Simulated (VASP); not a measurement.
# Ir (Fm-3m) in VASP: further runs

Ir is run at these levels: r2SCAN; tasks: single point, relaxation of cell and atoms.

Program: VASP 6.6.1. These are calculated values, not measurements. Logs are shortened: lines on timing, memory, paths and dates and some standing lists are left out, and cuts for length are marked.

## (1) The cell of the first run

It takes space group Fm-3m (No. 225, cubic). The conventional cell has a = 3.994 Å, b = 3.994 Å, c = 3.994 Å, α = 90.00°, β = 90.00°, γ = 90.00°. Ir (site symmetry m-3m) has 12 Ir at 2.82 Å within 3.7 Å.

## (2) Single point, r2SCAN (volume scaled by 1.12)

Input file POSCAR:

```
Ir
1.0
    0.0000000000      1.9968771207      1.9968771207
    1.9968771207      0.0000000000      1.9968771207
    1.9968771207      1.9968771207      0.0000000000
Ir
1
Direct
    0.0000000000      0.0000000000      0.0000000000
```

Input file INCAR.step1:

```
PREC = Accurate
ENCUT = 520
ISMEAR = -1
SIGMA = 0.1
LREAL = F
LASPH = T
NELM = 80
NBANDS = 10
GGA = PE
ALGO = Normal
EDIFF = 1E-4
LWAVE = T
LCHARG = F
```

Input file INCAR.step2:

```
PREC = Accurate
ENCUT = 520
EDIFF = 1E-6
ISMEAR = -1
SIGMA = 0.1
LREAL = F
LASPH = T
NELM = 80
ALGO = Normal
ISIF = 2
LWAVE = F
LCHARG = F
METAGGA = R2SCAN
LMIXTAU = T
NBANDS = 10
ISTART = 1
```

Input file KPOINTS:

```
Automatic mesh
0
Gamma
  23 23 23
```

Potentials or basis: VASP PAW PBE potentials, release 64 (Ir).

Launch:

```bash
> cat potpaw_PBE.64/Ir/POTCAR > POTCAR
> cp INCAR.step1 INCAR
> mpirun -np 1 vasp_std > vasp.out
> cp INCAR.step2 INCAR
> mpirun -np 1 vasp_std > vasp.out
```

OUTCAR:

```text
PREC = Accurate
   ENCUT = 520
   EDIFF = 1E-6
   ISMEAR = -1
   LREAL = F
   LASPH = T
   NELM = 80
   ISIF = 2
   METAGGA = R2SCAN
   ISTART = 1

 ion  position               nearest neighbor table
   1  0.000  0.000  0.000-

  LATTYP: Found a face centered cubic cell.
 ALAT       =     3.9937542414

  Lattice vectors:

 A1 = (   0.0000000000,   1.9968771207,   1.9968771207)
 A2 = (   1.9968771207,   0.0000000000,   1.9968771207)
 A3 = (   1.9968771207,   1.9968771207,   0.0000000000)

Analysis of symmetry for initial positions (statically):
=====================================================================
 Subroutine PRICEL returns:
 Original cell was already a primitive cell.

 Routine SETGRP: Setting up the symmetry group for a
 face centered cubic supercell.

 Subroutine GETGRP returns: Found 48 space group operations
 (whereof 48 operations were pure point group operations)
 out of a pool of 48 trial point group operations.

The static configuration has the point symmetry O_h .

Analysis of symmetry for dynamics (positions and initial velocities):
=====================================================================
 Subroutine PRICEL returns:
 Original cell was already a primitive cell.

 Routine SETGRP: Setting up the symmetry group for a
 face centered cubic supercell.

 Subroutine GETGRP returns: Found 48 space group operations
 (whereof 48 operations were pure point group operations)
 out of a pool of 48 trial point group operations.

The dynamic configuration has the point symmetry O_h .

 Subroutine INISYM returns: Found 48 space group operations
 (whereof 48 operations are pure point group operations),
 and found     1 'primitive' translations

----------------------------------------------------------------------------------------

                                     Primitive cell

  volume of cell :      15.9252

  direct lattice vectors                    reciprocal lattice vectors
     0.000000000  1.996877121  1.996877121    -0.250390970  0.250390970  0.250390970
     1.996877121  0.000000000  1.996877121     0.250390970 -0.250390970  0.250390970
     1.996877121  1.996877121  0.000000000     0.250390970  0.250390970 -0.250390970

  length of vectors
     2.824010706  2.824010706  2.824010706     0.433689882  0.433689882  0.433689882

  position of ions in fractional coordinates (direct lattice)
     0.000000000  0.000000000  0.000000000

  ion indices of the primitive-cell ions
   primitive index   ion index
                 1           1

----------------------------------------------------------------------------------------

 KPOINTS: Automatic mesh

Automatic generation of k-mesh.
 Grid dimensions read from file:
 generate k-points for:   23   23   23

 Generating k-lattice:

  Cartesian coordinates                     Fractional coordinates (reciprocal lattice)
    -0.010886564  0.010886564  0.010886564     0.043478261  0.000000000  0.000000000
     0.010886564 -0.010886564  0.010886564     0.000000000  0.043478261  0.000000000
     0.010886564  0.010886564 -0.010886564     0.000000000  0.000000000  0.043478261

  Length of vectors
     0.018856082  0.018856082  0.018856082

  Shift w.r.t. Gamma in fractional coordinates (k-lattice)
     0.000000000  0.000000000  0.000000000

 Subroutine IBZKPT returns following result:
 ===========================================

 Found    364 irreducible k-points:

 Following reciprocal coordinates:
            Coordinates               Weight
  0.000000  0.000000  0.000000      1.000000
  0.043478  0.000000  0.000000      8.000000
  0.086957  0.000000  0.000000      8.000000
  0.130435  0.000000  0.000000      8.000000
  0.173913  0.000000  0.000000      8.000000
  0.217391  0.000000  0.000000      8.000000
[... 16 lines left out ...]
  0.478261  0.043478  0.000000     24.000000
 -0.478261  0.043478  0.000000     24.000000
 [... further k-points ...]
   k-points           NKPTS =    364   k-points in BZ     NKDIM =    364   number of bands    NBANDS=     10
   number of dos      NEDOS =    301   number of ions     NIONS =      1
   total plane-waves  NPLWV =  13824
   dimension x,y,z NGX =    24 NGY =   24 NGZ =   24
   dimension x,y,z NGXF=    48 NGYF=   48 NGZF=   48
   ions per type =               1
   NGX,Y,Z   is equivalent  to a cutoff of  14.13, 14.13, 14.13 a.u.
   NGXF,Y,Z  is equivalent  to a cutoff of  28.26, 28.26, 28.26 a.u.
 SYSTEM =  unknown system
   PREC   = accura    normal or accurate (medium, high low for compatibility)
   ISTART =      1    job   : 0-new  1-cont  2-samecut
   ICHARG =      0    charge: 1-file 2-atom 10-const
   ISPIN  =      1    spin polarized calculation?
   LNONCOLLINEAR =      F non collinear calculations
   LSORBIT =      F    spin-orbit coupling
   LASPH  =      T    aspherical Exc in radial PAW
   ENCUT  =  520.0 eV  38.22 Ry    6.18 a.u.   5.25  5.25  5.25*2*pi/ulx,y,z
   NELM   =     80;   NELMIN=  2; NELMDL=  0     # of ELM steps
   EDIFF  = 0.1E-05   stopping-criterion for ELM
   LREAL  =      F    real-space projection
   EDIFFG = 0.1E-04   stopping-criterion for IOM
   NSW    =      0    number of steps for IOM
   IBRION =     -1    ionic relax: 0-MD 1-quasi-New 2-CG
   NFREE  =      0    steps in history (QN), initial steepest desc. (CG)
   ISIF   =      2    stress and relaxation
   ISYM   =      2    0-nonsym 1-usesym 2-fastsym
   POTIM  = 0.5000    time-step for ionic-motion
   TEBEG  =    0.0;   TEEND  =   0.0 temperature during run
   PSTRESS=    0.0 pullay stress
   NELECT =       9.0000    total number of electrons
   NUPDOWN=      -1.0000    fix difference up-down
   EMIN   =  10.00;   EMAX   =-10.00  energy-range for DOS
   EFERMI =   0.00;   METHOD = LEGACY
   ISMEAR =    -1;   SIGMA  =   0.10  broadening in eV -4-tet -1-fermi 0-gaus
   EFERMI_NEDOS =   21; number of points for ismear=-14 and -15
   IALGO  =     38    algorithm
   IMIX   =      4    mixing-type and parameters
     AMIX     =   0.40;   BMIX     =  1.00
     AMIX_MAG =   1.60;   BMIX_MAG =  1.00
  volume/ion in A,a.u.               =      15.93       107.47
  Fermi-wavevector in a.u.,A,eV,Ry     =   1.353509  2.557760 24.925673  1.831985
  Thomas-Fermi vector in A             =   2.480758
   LORBIT       =      0    0 simple, 1 ext, 2 COOP (PROOUT), +10 PAW based schemes
   METAGGA = R2SCAN    functional components
   LHFCALC =     F    Hartree Fock is set to
   AEXX    =    0.0000 exact exchange contribution
   IVDW    =     0    specifies the selected vdW correction
   LEPSILON=     F    determine dielectric tensor
   LRPA    =     F    only Hartree local field effects (RPA)
 non-spin polarized calculation
  energy-cutoff  :      520.00
  volume of cell :       15.93
 maximum number of plane-waves:       444
 NGX is ok and might be reduce to    24
   NGX = 11   NGY = 11   NGZ = 11

 number of electron       8.9999999 magnetization

 Free energy of the ion-electron system (eV)
  ---------------------------------------------------
  ext. energy  EPLUGINS =         0.00000000
  ---------------------------------------------------
  free energy    TOTEN  =       -52.20917581 eV

  energy without entropy =      -52.17499176  energy(sigma->0) =      -52.19208379

 E-fermi :   8.2037     XC(G=0): -14.5158

 val. band max:        8.2006812998   @ k =  -0.3043   0.2609   0.0870
 cond. band min:       8.2292566980   @ k =  -0.3478   0.3043   0.0000
 fundamental gap:      0.0285753983
 Fermi energy:         8.2037280524

 k-point     1 :       0.0000    0.0000    0.0000
  band No.  band energies     occupation
      1      -2.0241      2.00000
      2       4.9047      2.00000
      3       4.9047      2.00000
      4       4.9047      2.00000
      5       7.1297      1.99996
      6       7.1297      1.99996
      7      23.5247      0.00000
      8      28.6681      0.00000
      9      28.6681      0.00000
     10      28.6681      0.00000

 k-point     2 :       0.0435    0.0000    0.0000
  band No.  band energies     occupation
      1      -1.9459      2.00000
      2       4.8656      2.00000
      3       4.9375      2.00000
      4       4.9375      2.00000
      5       7.1105      1.99996
      6       7.1105      1.99996
      7      23.6491      0.00000
      8      28.2119      0.00000
      9      28.7851      0.00000
     10      28.7851      0.00000

 k-point     3 :       0.0870    0.0000    0.0000
  band No.  band energies     occupation
      1      -1.7156      2.00000
      2       4.7583      2.00000
      3       5.0284      2.00000
      4       5.0284      2.00000
      5       7.0625      1.99998
      6       7.0625      1.99998
      7      24.0011      0.00000
      8      27.1749      0.00000
      9      29.1283      0.00000
     10      29.1283      0.00000

 k-point     4 :       0.1304    0.0000    0.0000
  band No.  band energies     occupation
      1      -1.3469      2.00000
      2       4.6112      2.00000
      3       5.1519      2.00000
      4       5.1519      2.00000
      5       7.0173      1.99999
      6       7.0173      1.99999
      7      24.5094      0.00000
      8      25.9357      0.00000
      9      29.6729      0.00000
     10      29.6729      0.00000
[... 222 lines left out ...]
 k-point    22 :       0.4348    0.0435    0.0000
  band No.  band energies     occupation
      1       1.0891      2.00000
      2       4.7922      2.00000
      3       4.9219      2.00000
      4       6.6296      2.00000
      5       8.8396      0.00346
      6       8.8850      0.00220
      7      16.0914      0.00000
      8      23.5428      0.00000
      9      28.1171      0.00000
     10      28.6354      0.00000

 k-point    23 :       0.4783    0.0435    0.0000
  band No.  band energies     occupation
      1       1.1010      2.00000
      2       4.7376      2.00000
      3       4.8573      2.00000
      4       7.2526      1.99985
      5       8.9691      0.00095
      6       9.2835      0.00004
      7      15.0297      0.00000
      8      23.3200      0.00000
      9      27.8523      0.00000
     10      27.9994      0.00000

 k-point    24 :      -0.4783    0.0435    0.0000
  band No.  band energies     occupation
      1       1.1022      2.00000
      2       4.7296      2.00000
      3       4.8345      2.00000
      4       7.4458      1.99898
      5       8.9446      0.00121
      6       9.4534      0.00001
      7      14.7194      0.00000
      8      23.2641      0.00000
      9      27.6915      0.00000
     10      27.9321      0.00000

 [... further k-points ...]

------------------------ aborting loop because EDIFF is reached ----------------------------------------

  FORCE on cell =-STRESS in cart. coord.  units (eV):
  Direction    XX          YY          ZZ          XY          YZ          ZX
  --------------------------------------------------------------------------------------
  -------------------------------------------------------------------------------------
  Total       -3.0426103     -3.0426103     -3.0426103      0.0000000      0.0000000      0.0000000
  in kB     -306.1067417   -306.1067417   -306.1067417      0.0000000      0.0000000      0.0000000
  external PRESSURE =    -306.1067417 kB  Pullay stress =       0.0000000 kB

 VOLUME and BASIS-vectors are now :
 -----------------------------------------------------------------------------
  energy-cutoff  :      520.00
  volume of cell :       15.93
      direct lattice vectors                 reciprocal lattice vectors
     0.000000000  1.996877121  1.996877121    -0.250390970  0.250390970  0.250390970
     1.996877121  0.000000000  1.996877121     0.250390970 -0.250390970  0.250390970
     1.996877121  1.996877121  0.000000000     0.250390970  0.250390970 -0.250390970

 POSITION                                       TOTAL-FORCE (eV/Angst)
 -----------------------------------------------------------------------------------
      0.00000      0.00000      0.00000         0.000000      0.000000     -0.000000
 -----------------------------------------------------------------------------------
    total drift:                               -0.000000      0.000000      0.000000

  FREE ENERGIE OF THE ION-ELECTRON SYSTEM (eV)
  ---------------------------------------------------
  free  energy   TOTEN  =       -52.2091758138 eV

  energy  without entropy=      -52.1749917564  energy(sigma->0) =      -52.19208379
```

It took 2 min on 1 thread of Intel Xeon Platinum 8375C at 2.90GHz (Ice Lake), shared host; peak memory 0.19 GiB.

What came out:

- Free energy: -52.2092 eV
- Pressure: -30.6 GPa

Caveat: the cell differs from its parent crystal (volume scaled by 1.12); the PAW data sets were made with another functional, which shifts forces and pressure a little; spin-orbit coupling is left out, which moves the levels of the heavy elements.

## (3) Relaxation of cell and atoms, r2SCAN

This run uses another cell than the first one, of 14.15 Å³/atom, 0.888 times its volume.

Input file POSCAR:

```
Ir
1.0
    0.0000000000      1.9197000000      1.9197000000
    1.9197000000      0.0000000000      1.9197000000
    1.9197000000      1.9197000000      0.0000000000
Ir
1
Direct
    0.0000000000      0.0000000000      0.0000000000
```

Input file INCAR.step1:

```
SYSTEM = Ir
  PREC = Accurate
  ENCUT = 600
  ISMEAR = -1
  SIGMA = 0.1
  LREAL = .FALSE.
  LASPH = .TRUE.
  NELM = 60
  GGA = PE
  ALGO = Normal
  EDIFF = 1E-4
  LWAVE = .TRUE.
  LCHARG = .FALSE.
```

Input file INCAR.step2:

```
SYSTEM = Ir
  PREC = Accurate
  ENCUT = 600
  EDIFF = 1E-6
  ISMEAR = -1
  SIGMA = 0.1
  LREAL = .FALSE.
  LASPH = .TRUE.
  NELM = 60
  ALGO = Normal
  ISIF = 3
  LWAVE = .FALSE.
  LCHARG = .FALSE.
  METAGGA = R2SCAN
  LMIXTAU = .TRUE.
  IBRION = 2
  NSW = 80
  EDIFFG = -0.01
  ISTART = 1
```

Input file KPOINTS:

```
Automatic mesh
0
G
  14 14 14
  0 0 0
```

Potentials or basis: VASP PAW PBE potentials, release 64 (Ir).

Launch:

```bash
> cat potpaw_PBE.64/Ir/POTCAR > POTCAR
> cp INCAR.step1 INCAR
> mpirun -np 1 vasp_std > vasp.out
> cp INCAR.step2 INCAR
> mpirun -np 1 vasp_std > vasp.out
```

Run time: 81 s. Hardware: 1 thread of Intel Xeon Platinum 8375C at 2.90GHz (Ice Lake), shared host; peak memory 0.17 GiB.

The run converged. Its results:

- Free energy: -52.3749 eV
- Relaxed volume: 14.31 Å³/atom
- Relaxed cell: a = 2.725 Å, b = 2.725 Å, c = 2.725 Å, α = 60.00°, β = 60.00°, γ = 60.00°
- Space group after relaxing (to 0.05 Å): Fm-3m (No. 225)
- Energy gained by relaxing: 2.2 meV/atom
- Ionic steps: 3
- Pressure after relaxing: -0.1 GPa

Step by step:
| step | energy change (eV) | largest force (eV/Å) | pressure (GPa) | volume (Å³) |
| --- | --- | --- | --- | --- |
| 1 | 0.0000 | 0.0000 | 4.44 | 14.15 |
| 2 | 0.0300 | 0.0000 | -14.97 | 14.97 |
| 3 | -0.0022 | 0.0000 | -0.11 | 14.31 |

Final structure:
```cif
data_structure
_symmetry_space_group_name_H-M 'P 1'
_symmetry_Int_Tables_number 1
_cell_length_a 2.7254
_cell_length_b 2.7254
_cell_length_c 2.7254
_cell_angle_alpha 60.000
_cell_angle_beta 60.000
_cell_angle_gamma 60.000
_cell_volume 14.31
loop_
_atom_site_label
_atom_site_type_symbol
_atom_site_fract_x
_atom_site_fract_y
_atom_site_fract_z
_atom_site_occupancy
Ir1 Ir 0.00000 0.00000 0.00000 1
```

Levels at points of the mesh, in eV from the Fermi level:
```
           k point  band 1  band 2  band 3  band 4  band 5  band 6  band 7  band 8
(0.00, 0.00, 0.00)  -11.33   -3.86   -3.86   -3.86   -1.20   -1.20   15.19   20.99
(0.50, 0.00, 0.00)   -8.22   -4.01   -4.01   -0.60    0.98    0.98    7.61   14.82
(0.50, 0.50, 0.00)   -8.00   -7.43    0.89    1.61    1.61    1.85   10.98   12.34
```

Caveat: the PAW data sets were made with another functional, which shifts forces and pressure a little; spin-orbit coupling is left out, which moves the levels of the heavy elements. Zero-point motion and thermal expansion aren't in these numbers.
